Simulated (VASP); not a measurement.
# PbSe (P6_3mc) in VASP: a series of runs

The runs below take PbSe through single point, with PBE, r2SCAN.

All numbers are computed with VASP 6.6.1; they aren't measurements. Logs are shortened: lines on timing, memory, paths and dates and some standing lists are left out, and cuts for length are marked.

### Step 1. The cell of the first run

Symmetry: P6_3mc, No. 186, hexagonal system. The conventional cell has a = 5.259 Å, b = 5.259 Å, c = 6.326 Å, α = 90.00°, β = 90.00°, γ = 120.00°. Within 4.0 Å of Pb (site symmetry 3m) lie 5 Se at 3.04 to 3.19 Å. Within 4.0 Å of Se (site symmetry 3m) lie 5 Pb at 3.04 to 3.19 Å.

### Step 2. Single point, PBE (37.88 Å³/atom)

INCAR

```
SYSTEM = PbSe
PREC = Accurate ; ENCUT = 520
EDIFF = 1E-7 ; ISMEAR = 0
SIGMA = 0.01 ; LREAL = .FALSE.
LASPH = .TRUE. ; NELM = 100
ALGO = Normal ; ISIF = 2
LWAVE = .FALSE. ; LCHARG = .TRUE.
GGA = PE ; LELF = .TRUE.
LVHAR = .TRUE. ; NBANDS = 28
```

KPOINTS

```
regular mesh
0
G
  6 6 4
  0 0 0
```

POSCAR

```
PbSe
1.0
    5.2591672529      0.0000000000      0.0000000000
   -2.6295836265      4.5545724437      0.0000000000
    0.0000000000      0.0000000000      6.3255903140
Pb Se
2 2
Direct
    0.3333333333      0.6666666667     -0.0648560059
    0.6666666667      0.3333333333      0.4351439941
    0.3333333333      0.6666666667      0.4398560059
    0.6666666667      0.3333333333      0.9398560059
```

Potentials or basis: VASP PAW PBE potentials, release 64 (Pb_d, Se).

The run is started by

```sh
$ cat potpaw_PBE.64/Pb_d/POTCAR potpaw_PBE.64/Se/POTCAR > POTCAR
$ mpirun -np 1 vasp_std > vasp.out
```

OUTCAR:

```text
SYSTEM = PbSe
   PREC = Accurate
   ENCUT = 520
   EDIFF = 1E-7
   ISMEAR = 0
   LREAL = .FALSE.
   LASPH = .TRUE.
   NELM = 100
   ISIF = 2
   GGA = PE

 ion  position               nearest neighbor table
   1  0.333  0.667  0.935-   4 3.04   4 3.04   4 3.04   3 3.13   3 3.19
   2  0.667  0.333  0.435-   3 3.04   3 3.04   3 3.04   4 3.13   4 3.19
   3  0.333  0.667  0.440-   2 3.04   2 3.04   2 3.04   1 3.13   1 3.19
   4  0.667  0.333  0.940-   1 3.04   1 3.04   1 3.04   2 3.13   2 3.19

  LATTYP: Found a hexagonal cell.
 ALAT       =     5.2591672529
 C/A-ratio  =     1.2027741294

  Lattice vectors:

 A1 = (   5.2591672529,   0.0000000000,   0.0000000000)
 A2 = (  -2.6295836265,   4.5545724437,   0.0000000000)
 A3 = (   0.0000000000,   0.0000000000,   6.3255903140)

Analysis of symmetry for initial positions (statically):
=====================================================================
 Subroutine PRICEL returns:
 Original cell was already a primitive cell.

 Routine SETGRP: Setting up the symmetry group for a
 hexagonal supercell.

 Subroutine GETGRP returns: Found 12 space group operations
 (whereof  6 operations were pure point group operations)
 out of a pool of 24 trial point group operations.

The static configuration has the point symmetry C_3v.
 The point group associated with its full space group is C_6v.

Analysis of symmetry for dynamics (positions and initial velocities):
=====================================================================
 Subroutine PRICEL returns:
 Original cell was already a primitive cell.

 Routine SETGRP: Setting up the symmetry group for a
 hexagonal supercell.

 Subroutine GETGRP returns: Found 12 space group operations
 (whereof  6 operations were pure point group operations)
 out of a pool of 24 trial point group operations.

The dynamic configuration has the point symmetry C_3v.
 The point group associated with its full space group is C_6v.

 Subroutine INISYM returns: Found 12 space group operations
 (whereof  6 operations are pure point group operations),
 and found     1 'primitive' translations

----------------------------------------------------------------------------------------

                                     Primitive cell

  volume of cell :     151.5185

  direct lattice vectors                    reciprocal lattice vectors
     5.259167253  0.000000000  0.000000000     0.190144171  0.109779789  0.000000000
    -2.629583627  4.554572444  0.000000000     0.000000000  0.219559577  0.000000000
     0.000000000  0.000000000  6.325590314     0.000000000  0.000000000  0.158088012

  length of vectors
     5.259167253  5.259167253  6.325590314     0.219559577  0.219559577  0.158088012

  position of ions in fractional coordinates (direct lattice)
     0.333333333  0.666666667  0.935143994
     0.666666667  0.333333333  0.435143994
     0.333333333  0.666666667  0.439856006
     0.666666667  0.333333333  0.939856006

  ion indices of the primitive-cell ions
   primitive index   ion index
                 1           1
                 2           2
                 3           3
                 4           4

----------------------------------------------------------------------------------------

 KPOINTS: regular mesh

Automatic generation of k-mesh.
 Grid dimensions read from file:
 generate k-points for:    6    6    4

 Generating k-lattice:

  Cartesian coordinates                     Fractional coordinates (reciprocal lattice)
     0.031690695  0.018296631  0.000000000     0.166666667  0.000000000  0.000000000
     0.000000000  0.036593263  0.000000000     0.000000000  0.166666667  0.000000000
     0.000000000  0.000000000  0.039522003     0.000000000  0.000000000  0.250000000

  Length of vectors
     0.036593263  0.036593263  0.039522003

  Shift w.r.t. Gamma in fractional coordinates (k-lattice)
     0.000000000  0.000000000  0.000000000

 Subroutine IBZKPT returns following result:
 ===========================================

 Found     21 irreducible k-points:

 Following reciprocal coordinates:
            Coordinates               Weight
  0.000000  0.000000  0.000000      1.000000
  0.166667  0.000000  0.000000      6.000000
  0.333333  0.000000  0.000000      6.000000
  0.500000  0.000000  0.000000      3.000000
  0.166667  0.166667  0.000000      6.000000
  0.333333  0.166667  0.000000     12.000000
[... 13 lines left out ...]
  0.333333  0.166667  0.500000     12.000000
  0.333333  0.333333  0.500000      2.000000
   k-points           NKPTS =     21   k-points in BZ     NKDIM =     21   number of bands    NBANDS=     28
   number of dos      NEDOS =    301   number of ions     NIONS =      4
   total plane-waves  NPLWV =  76800
   dimension x,y,z NGX =    40 NGY =   40 NGZ =   48
   dimension x,y,z NGXF=    80 NGYF=   80 NGZF=   96
   ions per type =               2   2
   NGX,Y,Z   is equivalent  to a cutoff of  12.64, 12.64, 12.62 a.u.
   NGXF,Y,Z  is equivalent  to a cutoff of  25.29, 25.29, 25.23 a.u.
 SYSTEM =  PbSe
   PREC   = accura    normal or accurate (medium, high low for compatibility)
   ISTART =      0    job   : 0-new  1-cont  2-samecut
   ICHARG =      2    charge: 1-file 2-atom 10-const
   ISPIN  =      1    spin polarized calculation?
   LNONCOLLINEAR =      F non collinear calculations
   LSORBIT =      F    spin-orbit coupling
   LASPH  =      T    aspherical Exc in radial PAW
   ENCUT  =  520.0 eV  38.22 Ry    6.18 a.u.   9.78  9.78 11.76*2*pi/ulx,y,z
   NELM   =    100;   NELMIN=  2; NELMDL= -5     # of ELM steps
   EDIFF  = 0.1E-06   stopping-criterion for ELM
   LREAL  =      F    real-space projection
   EDIFFG = 0.1E-05   stopping-criterion for IOM
   NSW    =      0    number of steps for IOM
   IBRION =     -1    ionic relax: 0-MD 1-quasi-New 2-CG
   NFREE  =      0    steps in history (QN), initial steepest desc. (CG)
   ISIF   =      2    stress and relaxation
   ISYM   =      2    0-nonsym 1-usesym 2-fastsym
   POTIM  = 0.5000    time-step for ionic-motion
   TEBEG  =    0.0;   TEEND  =   0.0 temperature during run
   PSTRESS=    0.0 pullay stress
   NELECT =      40.0000    total number of electrons
   NUPDOWN=      -1.0000    fix difference up-down
   EMIN   =  10.00;   EMAX   =-10.00  energy-range for DOS
   EFERMI =   0.00;   METHOD = LEGACY
   ISMEAR =     0;   SIGMA  =   0.01  broadening in eV -4-tet -1-fermi 0-gaus
   EFERMI_NEDOS =   21; number of points for ismear=-14 and -15
   IALGO  =     38    algorithm
   IMIX   =      4    mixing-type and parameters
     AMIX     =   0.40;   BMIX     =  1.00
     AMIX_MAG =   1.60;   BMIX_MAG =  1.00
  volume/ion in A,a.u.               =      37.88       255.62
  Fermi-wavevector in a.u.,A,eV,Ry     =   1.050202  1.984594 15.006202  1.102925
  Thomas-Fermi vector in A             =   2.185196
   LORBIT       =      0    0 simple, 1 ext, 2 COOP (PROOUT), +10 PAW based schemes
   GGA     = PE    functional components
   LHFCALC =     F    Hartree Fock is set to
   AEXX    =    0.0000 exact exchange contribution
   IVDW    =     0    specifies the selected vdW correction
   LEPSILON=     F    determine dielectric tensor
   LRPA    =     F    only Hartree local field effects (RPA)
 non-spin polarized calculation
 Gauss-broadening in eV      SIGMA  =   0.01
  energy-cutoff  :      520.00
  volume of cell :      151.52
 maximum number of plane-waves:      4104
 NGX is ok and might be reduce to    40
   NGX = 19   NGY = 19   NGZ = 23

 number of electron      39.9999997 magnetization

 Free energy of the ion-electron system (eV)
  ---------------------------------------------------
  ext. energy  EPLUGINS =         0.00000000
  ---------------------------------------------------
  free energy    TOTEN  =       -16.06809172 eV

  energy without entropy =      -16.06809172  energy(sigma->0) =      -16.06809172

 E-fermi :   2.6243     XC(G=0):  -8.0053

 val. band max:        2.5815238142   @ k =   0.3333   0.3333   0.5000
 cond. band min:       3.8024679319   @ k =   0.3333   0.3333   0.5000
 fundamental gap:      1.2209441177
 Fermi energy:         2.6243056898

 k-point     1 :       0.0000    0.0000    0.0000
  band No.  band energies     occupation
      1     -14.1799      2.00000
      2     -14.1214      2.00000
      3     -14.1214      2.00000
      4     -14.1211      2.00000
      5     -14.1211      2.00000
      6     -14.1203      2.00000
[... 20 lines left out ...]
     27       8.1927      0.00000
     28       9.0673      0.00000

 k-point     2 :       0.1667    0.0000    0.0000
  band No.  band energies     occupation
      1     -14.1788      2.00000
      2     -14.1269      2.00000
      3     -14.1219      2.00000
      4     -14.1210      2.00000
      5     -14.1199      2.00000
      6     -14.1184      2.00000
[... 20 lines left out ...]
     27       8.3317      0.00000
     28       8.7492      0.00000

 k-point     3 :       0.3333    0.0000    0.0000
  band No.  band energies     occupation
      1     -14.1755      2.00000
      2     -14.1385      2.00000
      3     -14.1238      2.00000
      4     -14.1188      2.00000
      5     -14.1182      2.00000
      6     -14.1125      2.00000
[... 20 lines left out ...]
     27       8.3569      0.00000
     28       8.9087      0.00000

 k-point     4 :       0.5000    0.0000    0.0000
  band No.  band energies     occupation
      1     -14.1727      2.00000
      2     -14.1451      2.00000
      3     -14.1248      2.00000
      4     -14.1175      2.00000
      5     -14.1171      2.00000
      6     -14.1102      2.00000
[... 485 lines left out ...]
     27       9.7067      0.00000
     28       9.7067      0.00000

 k-point    20 :       0.3333    0.1667    0.5000
  band No.  band energies     occupation
      1     -14.1375      2.00000
      2     -14.1375      2.00000
      3     -14.1230      2.00000
      4     -14.1230      2.00000
      5     -14.1192      2.00000
      6     -14.1192      2.00000
[... 20 lines left out ...]
     27       9.1196      0.00000
     28       9.1196      0.00000

 k-point    21 :       0.3333    0.3333    0.5000
  band No.  band energies     occupation
      1     -14.1352      2.00000
      2     -14.1352      2.00000
      3     -14.1253      2.00000
      4     -14.1253      2.00000
      5     -14.1175      2.00000
      6     -14.1175      2.00000
[... 20 lines left out ...]
     27       8.9594      0.00000
     28       8.9594      0.00000

------------------------ aborting loop because EDIFF is reached ----------------------------------------

  FORCE on cell =-STRESS in cart. coord.  units (eV):
  Direction    XX          YY          ZZ          XY          YZ          ZX
  --------------------------------------------------------------------------------------
  -------------------------------------------------------------------------------------
  Total       -0.9285168     -0.9285168     -1.0017363      0.0000000      0.0000000      0.0000000
  in kB       -9.8182631     -9.8182631    -10.5924971      0.0000000      0.0000000      0.0000000
  external PRESSURE =     -10.0763411 kB  Pullay stress =       0.0000000 kB

 VOLUME and BASIS-vectors are now :
 -----------------------------------------------------------------------------
  energy-cutoff  :      520.00
  volume of cell :      151.52
      direct lattice vectors                 reciprocal lattice vectors
     5.259167253  0.000000000  0.000000000     0.190144171  0.109779789  0.000000000
    -2.629583627  4.554572444  0.000000000     0.000000000  0.219559577  0.000000000
     0.000000000  0.000000000  6.325590314     0.000000000  0.000000000  0.158088012

 POSITION                                       TOTAL-FORCE (eV/Angst)
 -----------------------------------------------------------------------------------
     -0.00000      3.03638      5.91534        -0.000000      0.000000     -0.005816
      2.62958      1.51819      2.75254        -0.000000      0.000000     -0.005816
     -0.00000      3.03638      2.78235         0.000000     -0.000000      0.005816
      2.62958      1.51819      5.94514        -0.000000      0.000000      0.005816
 -----------------------------------------------------------------------------------
    total drift:                               -0.000000      0.000000      0.000466

  FREE ENERGIE OF THE ION-ELECTRON SYSTEM (eV)
  ---------------------------------------------------
  free  energy   TOTEN  =       -16.0680917176 eV

  energy  without entropy=      -16.0680917176  energy(sigma->0) =      -16.06809172
```

Wall time 2 min (1 thread of AMD EPYC 7R43 (Zen 3), shared host); peak memory 0.26 GiB.

Results:

* Free energy: -16.0681 eV
* Pressure: -1.0 GPa
* Largest force: 0.006 eV/Å
* Band gap on the k mesh: 1.22 eV

Forces on the atoms (eV/Å):
```
Pb   0.000  0.000 -0.006
Pb   0.000  0.000 -0.006
Se   0.000  0.000  0.006
Se   0.000  0.000  0.006
```

Caveat: spin-orbit coupling is left out, which moves the levels of the heavy elements. A k mesh can miss the band edges.

### Step 3. Single point, PBE (38.98 Å³/atom)

This run uses another cell than the first one, of 38.98 Å³/atom.

INCAR

```
ALGO = Normal
EDIFF = 1E-6
ENCUT = 520
GGA = PE
ISIF = 2
ISMEAR = 0
LASPH = True
LCHARG = False
LREAL = False
LWAVE = False
NBANDS = 28
NELM = 60
PREC = Accurate
SIGMA = 0.01
```

KPOINTS

```
k-points
0
Gamma
  6 6 4
```

POSCAR

```
PbSe
1.0
    5.3097392711      0.0000000000      0.0000000000
   -2.6548696356      4.5983690962      0.0000000000
    0.0000000000      0.0000000000      6.3864170292
Pb Se
2 2
Direct
    0.3333333333      0.6666666667     -0.0648560059
    0.6666666667      0.3333333333      0.4351439941
    0.3333333333      0.6666666667      0.4398560059
    0.6666666667      0.3333333333      0.9398560059
```

Potentials or basis: VASP PAW PBE potentials, release 64 (Pb_d, Se).

The run is started by

```sh
$ cat potpaw_PBE.64/Pb_d/POTCAR potpaw_PBE.64/Se/POTCAR > POTCAR
$ mpirun -np 1 vasp_std > vasp.out
```

Run time: 1.8 min. Hardware: 1 thread of AMD EPYC 7R43 (Zen 3), shared host; peak memory 0.26 GiB.

It converged, with:

| Property | Result |
| --- | --- |
| Free energy | -16.0292 eV |
| Pressure | -1.9 GPa |
| Largest force | 0.013 eV/Å |
| Band gap on the k mesh | 1.25 eV |

Forces in eV/Å, atoms in the order of the input:
```
Pb   0.000  0.000 -0.013
Pb   0.000  0.000 -0.013
Se   0.000  0.000  0.013
Se   0.000  0.000  0.013
```

Stress tensor (GPa, compression positive):
```
-1.82  0.00  0.00
 0.00 -1.82  0.00
 0.00  0.00 -1.94
```

Levels at points of the mesh, in eV from the valence-band top:
| k point | band 16 | band 17 | band 18 | band 19 | band 20 | band 21 | band 22 | band 23 | band 24 | band 25 |
| --- | --- | --- | --- | --- | --- | --- | --- | --- | --- | --- |
| (0.00, 0.00, 0.00) | -2.48 | -2.48 | -1.40 | -1.40 | -1.36 | 1.92 | 1.92 | 3.20 | 3.20 | 4.53 |
| (0.50, 0.00, 0.00) | -3.05 | -2.29 | -1.77 | -1.75 | -0.50 | 2.60 | 3.13 | 3.95 | 4.15 | 4.82 |
| (0.00, 0.00, 0.50) | -1.96 | -1.96 | -1.96 | -1.09 | -1.09 | 2.28 | 2.28 | 2.28 | 2.28 | 2.36 |
| (0.50, 0.00, 0.50) | -2.46 | -1.40 | -1.40 | -0.55 | -0.55 | 1.47 | 1.47 | 2.90 | 2.90 | 4.12 |

Caveat: spin-orbit coupling is left out, which moves the levels of the heavy elements.

### Step 4. Single point, r2SCAN (33.86 Å³/atom)

This run uses another cell than the first one, of 33.86 Å³/atom.

POSCAR

```
PbSe
1.0
    5.0685198685      0.0000000001      0.0000000000
   -2.5342599343      4.3894669657      0.0000000000
    0.0000000000      0.0000000000      6.0879075710
Pb Se
2 2
Direct
    0.3333333333      0.6666666667     -0.0648967816
    0.6666666667      0.3333333333      0.4351032184
    0.3333333333      0.6666666667      0.4398967816
    0.6666666667      0.3333333333      0.9398967816
```

INCAR.step1

```
SYSTEM = PbSe
PREC = Accurate
ENCUT = 520
ISMEAR = 0
SIGMA = 0.01
LREAL = .FALSE.
LASPH = .TRUE.
NELM = 60
NBANDS = 28
GGA = PE
ALGO = Normal
EDIFF = 1E-4
LWAVE = .TRUE.
LCHARG = .FALSE.
```

INCAR.step2

```
SYSTEM = PbSe
PREC = Accurate
ENCUT = 520
EDIFF = 1E-7
ISMEAR = 0
SIGMA = 0.01
LREAL = .FALSE.
LASPH = .TRUE.
NELM = 60
ALGO = Normal
ISIF = 2
LWAVE = .FALSE.
LCHARG = .FALSE.
METAGGA = R2SCAN
LMIXTAU = .TRUE.
NBANDS = 28
ISTART = 1
```

KPOINTS

```
Automatic mesh
0
G
  6 6 4
  0 0 0
```

The run is started by

```sh
$ cat potpaw_PBE.64/Pb_d/POTCAR potpaw_PBE.64/Se/POTCAR > POTCAR
$ cp INCAR.step1 INCAR
$ mpirun -np 1 vasp_std > vasp.out
$ cp INCAR.step2 INCAR
$ mpirun -np 1 vasp_std > vasp.out
```

It took 9.9 min on 1 thread of AMD EPYC 7R43 (Zen 3), shared host; peak memory 0.29 GiB.

It converged, with:

```
Free energy            : -143.3283 eV
Pressure               : 2.8 GPa
Largest force          : 0.021 eV/Å
Band gap on the k mesh : 1.38 eV
```

Forces on the atoms (eV/Å):
```
Pb   0.000  0.000  0.021
Pb   0.000  0.000  0.021
Se   0.000  0.000 -0.021
Se   0.000  0.000 -0.021
```

Stress tensor (GPa, compression positive):
```
2.73 0.00 0.00
0.00 2.73 0.00
0.00 0.00 2.94
```

Levels at points of the mesh, in eV from the valence-band top:
```csv
k point,band 16,band 17,band 18,band 19,band 20,band 21,band 22,band 23,band 24,band 25
"(0.00, 0.00, 0.00)",-3.40,-3.40,-2.11,-2.10,-2.10,1.78,1.78,3.42,3.42,4.57
"(0.50, 0.00, 0.00)",-4.12,-3.21,-2.54,-2.40,-0.78,2.95,3.48,4.32,4.40,5.61
"(0.00, 0.00, 0.50)",-2.77,-2.77,-2.77,-1.52,-1.52,2.20,2.20,2.20,2.20,2.67
"(0.50, 0.00, 0.50)",-3.41,-2.09,-2.09,-0.77,-0.77,1.58,1.58,3.20,3.20,4.58
```

Caveat: the PAW data sets were made with another functional, which shifts forces and pressure a little; spin-orbit coupling is left out, which moves the levels of the heavy elements. A k mesh can miss the band edges.

[end of part 1 of 2]
